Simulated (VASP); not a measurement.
Wanted: the native input for a VASP 6.6.1 run.

```
Task                   : single point
Functional             : PBE
Potentials or basis    : VASP PAW PBE potentials, release 64 (V_sv)
Cutoff                 : 520 eV
k mesh                 : 21 × 21 × 21
Occupations            : fermi-dirac, width 0.05 eV
Spin                   : collinear spin, ferromagnetic start
Starting moments       : [1.0] μB
Dipole correction      : no
Further INCAR settings : ALGO = Normal; EDIFF = 1e-07; NBANDS = 16
```

The structure of V lies in POSCAR:

```
V
1.0
    2.5384073712      0.0000000000      0.0000000000
    0.0000000000      2.5384073712      0.0000000000
    0.0000000000      0.0000000000      2.5384073712
V
1
Direct
    0.0000000000      0.0000000000      0.0000000000
```

This isn't the form of V at room conditions, which is bcc.

The input as run:

INCAR

```
PREC = Accurate ; ENCUT = 520
EDIFF = 1E-7 ; ISMEAR = -1
SIGMA = 0.05 ; LREAL = False
LASPH = True ; NELM = 150
ALGO = Normal ; ISIF = 2
LWAVE = False ; LCHARG = False
ISPIN = 2 ; MAGMOM = 1
LORBIT = 11 ; LMAXMIX = 4
GGA = PE ; NBANDS = 16
```

KPOINTS

```
regular mesh
0
Gamma
  21 21 21
```

Potentials or basis: VASP PAW PBE potentials, release 64 (V_sv).

Command:

```bash
$ cat potpaw_PBE.64/V_sv/POTCAR > POTCAR
$ mpirun -np 1 vasp_std > vasp.out
```

It gave:

```json
{"Pressure": "-11.9 GPa", "Net moment": "0.00 μB per cell", "Valence electrons inside the program's atomic spheres": "V 11.57"}
```

Caveat: the cell stands under tension.

It took 2.8 min on 1 thread of Intel Xeon 8259CL, with other jobs on the host, peak memory 0.22 GiB.
